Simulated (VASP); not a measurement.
Input of a VASP 6.6.1 run:

INCAR

```
  PREC = Accurate
  ENCUT = 520
  EDIFF = 1E-6
  ISMEAR = -1
  SIGMA = 0.02
  LREAL = False
  LASPH = True
  NELM = 80
  ALGO = Normal
  ISIF = 2
  LWAVE = False
  LCHARG = False
  GGA = PE
  NBANDS = 11
```

File KPOINTS:

```
regular mesh
0
Gamma
  10 10 10
```

Contents of POSCAR:

```
MgO
1.0
    0.0000000000      2.2280878905      2.1021680257
    2.1021680257      0.0000000000      2.1021680257
    2.1021680257      2.2280878905      0.0000000000
Mg O
1 1
Direct
    0.0000000000      0.0000000000      0.0000000000
    0.5000000000      0.5000000000      0.5000000000
```

Potentials or basis: VASP PAW PBE potentials, release 64 (Mg, O).

The run is started by

```sh
$ cat potpaw_PBE.64/Mg/POTCAR potpaw_PBE.64/O/POTCAR > POTCAR
$ mpirun -np 1 vasp_std > vasp.out
```

Q: Estimate the band gap on the k mesh.

A: 4.14 eV, direct.

Q: Predict the pressure.

A: -3.1 GPa.

Stress tensor (GPa, compression positive):
```
-0.40  0.00  0.00
 0.00 -8.51  0.00
 0.00  0.00 -0.40
```

Caveat: the cell differs from its parent crystal (uniaxial y strain +6.0%).
